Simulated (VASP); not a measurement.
# BaTiO3 (Pm-3m) in VASP: further runs, part 3 of 3

VASP 6.6.1. Earlier steps stand in the parts before.

**4. Relaxation of the atoms, r2SCAN**

This run uses another cell than the first one, of 13.51 Å³/atom.

POSCAR reads:

```
BaTiO3
1.0
    4.0727657200      0.0000000000      0.0000000000
    0.0000000000      4.0727657200      0.0000000000
    0.0000000000      0.0000000000      4.0727657200
Ba Ti O
1 1 3
Direct
    0.5000000000      0.5000000000      0.5000000000
    0.0000000000      0.0000000000      0.0000000000
    0.5000000000      0.0000000000      0.0000000000
    0.0000000000      0.5000000000      0.0000000000
    0.0000000000      0.0000000000      0.5000000000
```

INCAR.step1 reads:

```
SYSTEM = BaTiO3
ALGO     = Normal         ! electronic algorithm
EDIFF    = 1E-4           ! SCF threshold, eV
ENCUT    = 520            ! plane-wave cutoff, eV
GGA      = PE             ! functional
ISMEAR   = -1             ! smearing method
LASPH    = .True.         ! aspherical terms in the spheres
LCHARG   = .False.        ! write CHGCAR
LREAL    = .False.        ! projectors in reciprocal space
LWAVE    = .True.         ! write WAVECAR
NELM     = 60             ! most SCF steps
PREC     = Accurate       ! precision mode
SIGMA    = 0.02           ! smearing width, eV
```

INCAR.step2 reads:

```
SYSTEM = BaTiO3
ALGO     = Normal         ! electronic algorithm
EDIFF    = 1E-7           ! SCF threshold, eV
EDIFFG   = -0.01          ! ionic threshold
ENCUT    = 520            ! plane-wave cutoff, eV
IBRION   = 2              ! ionic algorithm
ISIF     = 2              ! what is computed and relaxed
ISMEAR   = -1             ! smearing method
ISTART   = 1            
LASPH    = .True.         ! aspherical terms in the spheres
LCHARG   = .False.        ! write CHGCAR
LMIXTAU  = .True.       
LREAL    = .False.        ! projectors in reciprocal space
LWAVE    = .False.        ! write WAVECAR
METAGGA  = R2SCAN         ! meta-GGA
NELM     = 60             ! most SCF steps
NSW      = 50             ! ionic steps
PREC     = Accurate       ! precision mode
SIGMA    = 0.02           ! smearing width, eV
```

KPOINTS reads:

```
k-points
0
Gamma
  8 8 8
  0 0 0
```

Potentials or basis: VASP PAW PBE potentials, release 64 (Ba_sv, Ti_sv, O).

Command:

```sh
cat potpaw_PBE.64/Ba_sv/POTCAR potpaw_PBE.64/Ti_sv/POTCAR potpaw_PBE.64/O/POTCAR > POTCAR
cp INCAR.step1 INCAR
mpirun -np 1 vasp_std > vasp.out
cp INCAR.step2 INCAR
mpirun -np 1 vasp_std > vasp.out
```

OUTCAR:

```text
SYSTEM = BaTiO3
   EDIFF = 1E-7
   EDIFFG = -0.01
   ENCUT = 520
   IBRION = 2
   ISIF = 2
   ISMEAR = -1
   ISTART = 1
   LASPH = .True.
   LREAL = .False.
   METAGGA = R2SCAN
   NELM = 60
   NSW = 50
   PREC = Accurate

 ion  position               nearest neighbor table
   1  0.500  0.500  0.500-   3 2.88   4 2.88   5 2.88   3 2.88   4 2.88   3 2.88   5 2.88   3 2.88
                             4 2.88   5 2.88   4 2.88   5 2.88   2 3.53   2 3.53   2 3.53   2 3.53
   2  0.000  0.000  0.000-   3 2.04   4 2.04   5 2.04   5 2.04   4 2.04   3 2.04   1 3.53   1 3.53
                             1 3.53   1 3.53   1 3.53   1 3.53   1 3.53   1 3.53
   3  0.500  0.000  0.000-   2 2.04   2 2.04   1 2.88   1 2.88   1 2.88   1 2.88
   4  0.000  0.500  0.000-   2 2.04   2 2.04   1 2.88   1 2.88   1 2.88   1 2.88
   5  0.000  0.000  0.500-   2 2.04   2 2.04   1 2.88   1 2.88   1 2.88   1 2.88

  LATTYP: Found a simple cubic cell.
 ALAT       =     4.0727657200

  Lattice vectors:

 A1 = (   4.0727657200,   0.0000000000,   0.0000000000)
 A2 = (   0.0000000000,   4.0727657200,   0.0000000000)
 A3 = (   0.0000000000,   0.0000000000,   4.0727657200)

Analysis of symmetry for initial positions (statically):
=====================================================================
 Subroutine PRICEL returns:
 Original cell was already a primitive cell.

 Routine SETGRP: Setting up the symmetry group for a
 simple cubic supercell.

 Subroutine GETGRP returns: Found 48 space group operations
 (whereof 48 operations were pure point group operations)
 out of a pool of 48 trial point group operations.

The static configuration has the point symmetry O_h .

Analysis of symmetry for dynamics (positions and initial velocities):
=====================================================================
 Subroutine PRICEL returns:
 Original cell was already a primitive cell.

[... 133 lines left out ...]
     AMIX_MAG =   1.60;   BMIX_MAG =  1.00
  volume/ion in A,a.u.               =      13.51        91.18
  Fermi-wavevector in a.u.,A,eV,Ry     =   1.374692  2.597791 25.711991  1.889778
  Thomas-Fermi vector in A             =   2.500095
   LORBIT       =      0    0 simple, 1 ext, 2 COOP (PROOUT), +10 PAW based schemes
   METAGGA = R2SCAN    functional components
   LHFCALC =     F    Hartree Fock is set to
   AEXX    =    0.0000 exact exchange contribution
   IVDW    =     0    specifies the selected vdW correction
   LEPSILON=     F    determine dielectric tensor
   LRPA    =     F    only Hartree local field effects (RPA)
 conjugate gradient relaxation of ions
 non-spin polarized calculation
  energy-cutoff  :      520.00
  volume of cell :       67.56
 maximum number of plane-waves:      1856
   NGX = 15   NGY = 15   NGZ = 15

 number of electron      39.9999986 magnetization

 Free energy of the ion-electron system (eV)
  ---------------------------------------------------
  ext. energy  EPLUGINS =         0.00000000
  ---------------------------------------------------
  free energy    TOTEN  =       -74.16070394 eV

  energy without entropy =      -74.16070394  energy(sigma->0) =      -74.16070394

 E-fermi :   3.6718     XC(G=0): -11.6249

 val. band max:        3.1384566073   @ k =   0.5000   0.5000   0.5000
 cond. band min:       5.1475952133   @ k =   0.0000   0.0000   0.0000
 fundamental gap:      2.0091386059
 Fermi energy:         3.6717901552

 k-point     1 :       0.0000    0.0000    0.0000
  band No.  band energies     occupation
      1     -55.9837      2.00000
      2     -31.1127      2.00000
      3     -31.1127      2.00000
      4     -31.1127      2.00000
      5     -22.4641      2.00000
      6     -14.6035      2.00000
[... 637 lines left out ...]
     23       7.0628      0.00000
     24       8.2244      0.00000

 [... further k-points ...]

------------------------ aborting loop because EDIFF is reached ----------------------------------------

  FORCE on cell =-STRESS in cart. coord.  units (eV):
  Direction    XX          YY          ZZ          XY          YZ          ZX
  --------------------------------------------------------------------------------------
  -------------------------------------------------------------------------------------
  Total       -3.2407239     -3.2407239     -3.2407239      0.0000000      0.0000000     -0.0000000
  in kB      -76.8571585    -76.8571585    -76.8571585      0.0000000      0.0000000     -0.0000000
  external PRESSURE =     -76.8571585 kB  Pullay stress =       0.0000000 kB

 VOLUME and BASIS-vectors are now :
 -----------------------------------------------------------------------------
  energy-cutoff  :      520.00
  volume of cell :       67.56
      direct lattice vectors                 reciprocal lattice vectors
     4.072765720  0.000000000  0.000000000     0.245533396  0.000000000  0.000000000
     0.000000000  4.072765720  0.000000000     0.000000000  0.245533396  0.000000000
     0.000000000  0.000000000  4.072765720     0.000000000  0.000000000  0.245533396

 POSITION                                       TOTAL-FORCE (eV/Angst)
 -----------------------------------------------------------------------------------
      2.03638      2.03638      2.03638         0.000000      0.000000      0.000000
      0.00000      0.00000      0.00000         0.000000      0.000000      0.000000
      2.03638      0.00000      0.00000         0.000000      0.000000      0.000000
      0.00000      2.03638      0.00000         0.000000      0.000000      0.000000
      0.00000      0.00000      2.03638         0.000000      0.000000      0.000000
 -----------------------------------------------------------------------------------
    total drift:                               -0.000000     -0.000000      0.000000

  FREE ENERGIE OF THE ION-ELECTRON SYSTEM (eV)
  ---------------------------------------------------
  free  energy   TOTEN  =       -74.1607039389 eV

  energy  without entropy=      -74.1607039389  energy(sigma->0) =      -74.16070394

 reached required accuracy - stopping structural energy minimisation
```

Run time: 2.4 min. Hardware: 1 thread of Oxide Virtual Turin-like, shared host; peak memory 0.18 GiB.

Results:

```yaml
Free_energy: -74.1607 eV
Pressure_after_relaxing: -7.7 GPa
Band_gap_on_the_k_mesh: 2.01 eV (least direct gap 2.21 eV)
```

Final structure:
```
Ba Ti O
1.0
     4.07277    0.00000    0.00000
     0.00000    4.07277    0.00000
     0.00000    0.00000    4.07277
Ba Ti O
1 1 3
Direct
  0.50000 0.50000 0.50000
  0.00000 0.00000 0.00000
  0.50000 0.00000 0.00000
  0.00000 0.50000 0.00000
  0.00000 0.00000 0.50000
```

Caveat: the relaxation stopped at its first step, so nothing moved; the PAW data sets were made with another functional, which shifts forces and pressure a little; spin-orbit coupling is left out, which moves the levels of the heavy elements. A k mesh can miss the band edges.

**5. Overview**

```tsv
cell	gap on the mesh (eV)	pressure (GPa)
atoms relaxed from a = 3.940 Å, 5 atoms	2.24	10.4
atoms relaxed from a = 3.994 Å, 5 atoms	2.15	1.9
atoms relaxed from a = 4.073 Å, 5 atoms	2.01	-7.7
```

Alike in all rows: task relaxation of the atoms; level r2SCAN; potentials or basis VASP PAW PBE potentials, release 64 (Ba_sv, Ti_sv, O); no spin polarisation; k mesh 8 × 8 × 8; cutoff (eV) 520; smearing fermi-dirac 0.02 eV.

Caveats: the relaxation stopped at its first step, so nothing moved; the PAW data sets were made with another functional, which shifts forces and pressure a little; spin-orbit coupling is left out, which moves the levels of the heavy elements.

Total energies depend on the potentials used, so only differences within one code and one set of settings carry meaning.
